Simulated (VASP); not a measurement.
# WC (Cm) in VASP: single point with PBE

Aim: the single point of WC with PBE.

Everything below comes from runs of VASP 6.6.1. Logs are shortened: lines on timing, memory, paths and dates and some standing lists are left out, and cuts for length are marked.

### Step 1. The cell of the first run

Symmetry: Cm, No. 8, monoclinic system. The conventional cell has a = 5.024 Å, b = 2.901 Å, c = 2.829 Å, α = 90.00°, β = 90.00°, γ = 90.00°. Within 2.7 Å of W (site symmetry m) lie 6 C at 2.02 to 2.32 Å. Within 2.7 Å of C (site symmetry m) lie 6 W at 2.02 to 2.32 Å.

### Step 2. Single point, PBE

The input, INCAR:

```
SYSTEM = WC
  PREC = Accurate
  ENCUT = 520
  EDIFF = 1E-6
  ISMEAR = 0
  SIGMA = 0.15
  LREAL = .False.
  LASPH = .True.
  NELM = 60
  ALGO = Normal
  ISIF = 2
  LWAVE = .False.
  LCHARG = .True.
  GGA = PE
  LELF = .True.
  LVHAR = .True.
  NBANDS = 16
```

The input, KPOINTS:

```
regular mesh
0
Gamma
  18 18 16
  0 0 0
```

The input, POSCAR:

```
WC
1.0
    2.9005014360      0.0000000000      0.0000000000
   -1.4502507180      2.5119079273      0.0000000000
    0.0000000000      0.0000000000      2.8290000000
W C
1 1
Direct
    0.0000000000      0.0000000000      0.0000000000
    0.6134442020      0.3067221010      0.4600831515
```

Potentials or basis: VASP PAW PBE potentials, release 64 (W_sv, C).

The run is started by

```console
> cat potpaw_PBE.64/W_sv/POTCAR potpaw_PBE.64/C/POTCAR > POTCAR
> mpirun -np 1 vasp_std > vasp.out
```

OUTCAR:

```text
SYSTEM = WC
   PREC = Accurate
   ENCUT = 520
   EDIFF = 1E-6
   ISMEAR = 0
   LREAL = .False.
   LASPH = .True.
   NELM = 60
   ISIF = 2
   GGA = PE

 ion  position               nearest neighbor table
   1  0.000  0.000  0.000-   2 2.02   2 2.17   2 2.18   2 2.18   2 2.32   2 2.32
   2  0.613  0.307  0.460-   1 2.02   1 2.17   1 2.18   1 2.18   1 2.32   1 2.32

  LATTYP: Found a hexagonal cell.
 ALAT       =     2.9005014360
 C/A-ratio  =     0.9753485949

  Lattice vectors:

 A1 = (   2.9005014360,   0.0000000000,   0.0000000000)
 A2 = (  -1.4502507180,   2.5119079273,   0.0000000000)
 A3 = (   0.0000000000,   0.0000000000,   2.8290000000)

Analysis of symmetry for initial positions (statically):
=====================================================================
 Subroutine PRICEL returns:
 Original cell was already a primitive cell.

 Routine SETGRP: Setting up the symmetry group for a
 hexagonal supercell.

 Subroutine GETGRP returns: Found  2 space group operations
 (whereof  2 operations were pure point group operations)
 out of a pool of 24 trial point group operations.

The static configuration has the point symmetry C_1h.

Analysis of symmetry for dynamics (positions and initial velocities):
=====================================================================
 Subroutine PRICEL returns:
 Original cell was already a primitive cell.

 Routine SETGRP: Setting up the symmetry group for a
 hexagonal supercell.

 Subroutine GETGRP returns: Found  2 space group operations
 (whereof  2 operations were pure point group operations)
 out of a pool of 24 trial point group operations.

The dynamic configuration has the point symmetry C_1h.

 Subroutine INISYM returns: Found  2 space group operations
 (whereof  2 operations are pure point group operations),
 and found     1 'primitive' translations

----------------------------------------------------------------------------------------

                                     Primitive cell

  volume of cell :      20.6115

  direct lattice vectors                    reciprocal lattice vectors
     2.900501436  0.000000000  0.000000000     0.344767973  0.199051882  0.000000000
    -1.450250718  2.511907927  0.000000000     0.000000000  0.398103764  0.000000000
     0.000000000  0.000000000  2.829000000     0.000000000  0.000000000  0.353481796

  length of vectors
     2.900501436  2.900501436  2.829000000     0.398103764  0.398103764  0.353481796

  position of ions in fractional coordinates (direct lattice)
     0.000000000  0.000000000  0.000000000
     0.613444202  0.306722101  0.460083152

  ion indices of the primitive-cell ions
   primitive index   ion index
                 1           1
                 2           2

----------------------------------------------------------------------------------------

 KPOINTS: regular mesh

Automatic generation of k-mesh.
 Grid dimensions read from file:
 generate k-points for:   18   18   16

 Generating k-lattice:

  Cartesian coordinates                     Fractional coordinates (reciprocal lattice)
     0.019153776  0.011058438  0.000000000     0.055555556  0.000000000  0.000000000
     0.000000000  0.022116876  0.000000000     0.000000000  0.055555556  0.000000000
     0.000000000  0.000000000  0.022092612     0.000000000  0.000000000  0.062500000

  Length of vectors
     0.022116876  0.022116876  0.022092612

  Shift w.r.t. Gamma in fractional coordinates (k-lattice)
     0.000000000  0.000000000  0.000000000

 Subroutine IBZKPT returns following result:
 ===========================================

 Found   1379 irreducible k-points:

 Following reciprocal coordinates:
            Coordinates               Weight
  0.000000  0.000000  0.000000      1.000000
  0.055556  0.000000  0.000000      2.000000
  0.000000  0.055556  0.000000      4.000000
  0.111111  0.000000  0.000000      2.000000
  0.000000  0.111111  0.000000      4.000000
  0.166667  0.000000  0.000000      2.000000
[... 16 lines left out ...]
 -0.055556  0.166667  0.000000      4.000000
 -0.166667  0.111111  0.000000      4.000000
 [... further k-points ...]
   k-points           NKPTS =   1379   k-points in BZ     NKDIM =   1379   number of bands    NBANDS=     16
   number of dos      NEDOS =    301   number of ions     NIONS =      2
   total plane-waves  NPLWV =  13824
   dimension x,y,z NGX =    24 NGY =   24 NGZ =   24
   dimension x,y,z NGXF=    48 NGYF=   48 NGZF=   48
   ions per type =               1   1
   NGX,Y,Z   is equivalent  to a cutoff of  13.76, 13.76, 14.10 a.u.
   NGXF,Y,Z  is equivalent  to a cutoff of  27.51, 27.51, 28.21 a.u.
 SYSTEM =  WC
   PREC   = accura    normal or accurate (medium, high low for compatibility)
   ISTART =      0    job   : 0-new  1-cont  2-samecut
   ICHARG =      2    charge: 1-file 2-atom 10-const
   ISPIN  =      1    spin polarized calculation?
   LNONCOLLINEAR =      F non collinear calculations
   LSORBIT =      F    spin-orbit coupling
   LASPH  =      T    aspherical Exc in radial PAW
   ENCUT  =  520.0 eV  38.22 Ry    6.18 a.u.   5.39  5.39  5.26*2*pi/ulx,y,z
   NELM   =     60;   NELMIN=  2; NELMDL= -5     # of ELM steps
   EDIFF  = 0.1E-05   stopping-criterion for ELM
   LREAL  =      F    real-space projection
   EDIFFG = 0.1E-04   stopping-criterion for IOM
   NSW    =      0    number of steps for IOM
   IBRION =     -1    ionic relax: 0-MD 1-quasi-New 2-CG
   NFREE  =      0    steps in history (QN), initial steepest desc. (CG)
   ISIF   =      2    stress and relaxation
   ISYM   =      2    0-nonsym 1-usesym 2-fastsym
   POTIM  = 0.5000    time-step for ionic-motion
   TEBEG  =    0.0;   TEEND  =   0.0 temperature during run
   PSTRESS=    0.0 pullay stress
   NELECT =      18.0000    total number of electrons
   NUPDOWN=      -1.0000    fix difference up-down
   EMIN   =  10.00;   EMAX   =-10.00  energy-range for DOS
   EFERMI =   0.00;   METHOD = LEGACY
   ISMEAR =     0;   SIGMA  =   0.15  broadening in eV -4-tet -1-fermi 0-gaus
   EFERMI_NEDOS =   21; number of points for ismear=-14 and -15
   IALGO  =     38    algorithm
   IMIX   =      4    mixing-type and parameters
     AMIX     =   0.40;   BMIX     =  1.00
     AMIX_MAG =   1.60;   BMIX_MAG =  1.00
  volume/ion in A,a.u.               =      10.31        69.55
  Fermi-wavevector in a.u.,A,eV,Ry     =   1.564813  2.957068 33.315762  2.448639
  Thomas-Fermi vector in A             =   2.667381
   LORBIT       =      0    0 simple, 1 ext, 2 COOP (PROOUT), +10 PAW based schemes
   GGA     = PE    functional components
   LHFCALC =     F    Hartree Fock is set to
   AEXX    =    0.0000 exact exchange contribution
   IVDW    =     0    specifies the selected vdW correction
   LEPSILON=     F    determine dielectric tensor
   LRPA    =     F    only Hartree local field effects (RPA)
 non-spin polarized calculation
 Gauss-broadening in eV      SIGMA  =   0.15
  energy-cutoff  :      520.00
  volume of cell :       20.61
 maximum number of plane-waves:       580
 NGX is ok and might be reduce to    24
   NGX = 11   NGY = 11   NGZ = 11

 number of electron      18.0000000 magnetization

 Free energy of the ion-electron system (eV)
  ---------------------------------------------------
  ext. energy  EPLUGINS =         0.00000000
  ---------------------------------------------------
  free energy    TOTEN  =       -22.18176779 eV

  energy without entropy =      -22.17869749  energy(sigma->0) =      -22.18023264

 E-fermi :  11.2244     XC(G=0): -13.8234

 val. band max:       11.2226786417   @ k =  -0.1111  -0.4444   0.5000
 cond. band min:      11.2339338011   @ k =   0.0556   0.5000   0.3750
 fundamental gap:      0.0112551594
 Fermi energy:        11.2244215177

 k-point     1 :       0.0000    0.0000    0.0000
  band No.  band energies     occupation
      1     -62.7699      2.00000
      2     -26.7683      2.00000
      3     -26.6684      2.00000
      4     -26.6585      2.00000
      5      -3.3217      2.00000
      6       6.5555      2.00000
[... 8 lines left out ...]
     15      25.1988      0.00000
     16      27.1663      0.00000

 k-point     2 :       0.0556    0.0000    0.0000
  band No.  band energies     occupation
      1     -62.7681      2.00000
      2     -26.7657      2.00000
      3     -26.6848      2.00000
      4     -26.6745      2.00000
      5      -3.2355      2.00000
      6       6.5667      2.00000
[... 8 lines left out ...]
     15      25.2138      0.00000
     16      27.3597      0.00000

 k-point     3 :       0.0000    0.0556    0.0000
  band No.  band energies     occupation
      1     -62.7681      2.00000
      2     -26.7654      2.00000
      3     -26.6929      2.00000
      4     -26.6662      2.00000
      5      -3.2411      2.00000
      6       6.5911      2.00000
[... 8 lines left out ...]
     15      24.9926      0.00000
     16      27.4400      0.00000

 k-point     4 :       0.1111    0.0000    0.0000
  band No.  band energies     occupation
      1     -62.7628      2.00000
      2     -26.7762      2.00000
      3     -26.7418      2.00000
      4     -26.6920      2.00000
      5      -2.9832      2.00000
      6       6.5168      2.00000
[... 8 lines left out ...]
     15      25.2700      0.00000
     16      27.9144      0.00000

 k-point     5 :       0.0000    0.1111    0.0000
  band No.  band energies     occupation
      1     -62.7629      2.00000
      2     -26.7736      2.00000
      3     -26.7511      2.00000
      4     -26.6832      2.00000
      5      -3.0063      2.00000
      6       6.6107      2.00000
[... 8 lines left out ...]
     15      24.6464      0.00000
     16      28.0005      0.00000

 k-point     6 :       0.1667    0.0000    0.0000
  band No.  band energies     occupation
      1     -62.7548      2.00000
      2     -26.8847      2.00000
      3     -26.7349      2.00000
      4     -26.7187      2.00000
      5      -2.5832      2.00000
      6       6.2164      2.00000
[... 8 lines left out ...]
     15      25.4179      0.00000
     16      28.7669      0.00000

 k-point     7 :       0.0000    0.1667    0.0000
  band No.  band energies     occupation
      1     -62.7549      2.00000
      2     -26.8845      2.00000
      3     -26.7429      2.00000
      4     -26.7067      2.00000
      5      -2.6370      2.00000
      6       6.3215      2.00000
[... 8 lines left out ...]
     15      24.4468      0.00000
     16      28.5768      0.00000

 k-point     8 :       0.2222   -0.0000    0.0000
  band No.  band energies     occupation
      1     -62.7448      2.00000
      2     -27.0251      2.00000
      3     -26.7512      2.00000
      4     -26.7166      2.00000
      5      -2.0644      2.00000
      6       5.7039      2.00000
[... 8 lines left out ...]
     15      25.7509      0.00000
     16      29.1514      0.00000

 k-point     9 :       0.0000    0.2222    0.0000
  band No.  band energies     occupation
      1     -62.7451      2.00000
      2     -27.0223      2.00000
      3     -26.7496      2.00000
      4     -26.7141      2.00000
      5      -2.1646      2.00000
      6       5.8185      2.00000
[... 8 lines left out ...]
     15      24.5513      0.00000
     16      28.9481      0.00000
[... 172 lines left out ...]
 k-point    19 :       0.0000    0.5000    0.0000
  band No.  band energies     occupation
      1     -62.7096      2.00000
      2     -27.4977      2.00000
      3     -26.8587      2.00000
      4     -26.6527      2.00000
      5      -0.1495      2.00000
      6       4.3094      2.00000
[... 8 lines left out ...]
     15      23.8996      0.00000
     16      28.2018      0.00000

 k-point    20 :       0.0556    0.0556    0.0000
  band No.  band energies     occupation
      1     -62.7646      2.00000
      2     -26.7647      2.00000
      3     -26.7336      2.00000
      4     -26.6836      2.00000
      5      -3.0722      2.00000
      6       6.5766      2.00000
[... 8 lines left out ...]
     15      25.0503      0.00000
     16      27.8076      0.00000

 k-point    21 :      -0.0556    0.1111    0.0000
  band No.  band energies     occupation
      1     -62.7646      2.00000
      2     -26.7607      2.00000
      3     -26.7432      2.00000
      4     -26.6764      2.00000
      5      -3.0887      2.00000
      6       6.6406      2.00000
[... 8 lines left out ...]
     15      24.6096      0.00000
     16      27.8065      0.00000

 k-point    22 :       0.1111    0.0556    0.0000
  band No.  band energies     occupation
      1     -62.7579      2.00000
      2     -26.8386      2.00000
      3     -26.7411      2.00000
      4     -26.7088      2.00000
      5      -2.7464      2.00000
      6       6.3866      2.00000
[... 8 lines left out ...]
     15      25.1955      0.00000
     16      28.4571      0.00000

 k-point    23 :      -0.0556    0.1667    0.0000
  band No.  band energies     occupation
      1     -62.7580      2.00000
      2     -26.8375      2.00000
      3     -26.7487      2.00000
      4     -26.6985      2.00000
      5      -2.7905      2.00000
      6       6.4655      2.00000
[... 8 lines left out ...]
     15      24.3451      0.00000
     16      28.2512      0.00000

 k-point    24 :      -0.1667    0.1111    0.0000
  band No.  band energies     occupation
      1     -62.7580      2.00000
      2     -26.8390      2.00000
      3     -26.7442      2.00000
      4     -26.7038      2.00000
      5      -2.7649      2.00000
      6       6.4466      2.00000
[... 8 lines left out ...]
     15      24.7942      0.00000
     16      28.4747      0.00000

 [... further k-points ...]

------------------------ aborting loop because EDIFF is reached ----------------------------------------

  FORCE on cell =-STRESS in cart. coord.  units (eV):
  Direction    XX          YY          ZZ          XY          YZ          ZX
  --------------------------------------------------------------------------------------
  -------------------------------------------------------------------------------------
  Total        2.2585194      1.3307567      2.4431144      0.8034661      0.4677691      0.8101998
  in kB      175.5596288    103.4426131    189.9086010     62.4551677     36.3607084     62.9785922
  external PRESSURE =     156.3036143 kB  Pullay stress =       0.0000000 kB

 VOLUME and BASIS-vectors are now :
 -----------------------------------------------------------------------------
  energy-cutoff  :      520.00
  volume of cell :       20.61
      direct lattice vectors                 reciprocal lattice vectors
     2.900501436  0.000000000  0.000000000     0.344767973  0.199051882  0.000000000
    -1.450250718  2.511907927  0.000000000     0.000000000  0.398103764  0.000000000
     0.000000000  0.000000000  2.829000000     0.000000000  0.000000000  0.353481796

 POSITION                                       TOTAL-FORCE (eV/Angst)
 -----------------------------------------------------------------------------------
      0.00000      0.00000      0.00000        -2.114170     -1.220617     -1.820998
      1.33447      0.77046      1.30158         2.114170      1.220617      1.820998
 -----------------------------------------------------------------------------------
    total drift:                                0.000065      0.000038      0.000429

  FREE ENERGIE OF THE ION-ELECTRON SYSTEM (eV)
  ---------------------------------------------------
  free  energy   TOTEN  =       -22.1817677928 eV

  energy  without entropy=      -22.1786974947  energy(sigma->0) =      -22.18023264
```

It took 4.2 min on 1 thread of Intel Xeon 8259CL, shared host; peak memory 0.53 GiB.

What came out:

```yaml
Free_energy: -22.1818 eV
Pressure: 15.6 GPa
Largest_force: 3.046 eV/Å
Band_gap_on_the_k_mesh: zero (bands 9 and 10 overlap by 0.92 eV)
```

Forces on the atoms (eV/Å):
```
W   -2.114 -1.221 -1.821
C    2.114  1.221  1.821
```

Caveat: the cell differs from its parent crystal (all C atoms moved +0.175 Å, as atom 2 towards its neighbour atom 1 (W) at 2.192 Å); the cell stands under pressure; spin-orbit coupling is left out, which moves the levels of the heavy elements; forces of over 1 eV/Å act on the atoms, so gaps and moduli don't describe the material at rest.
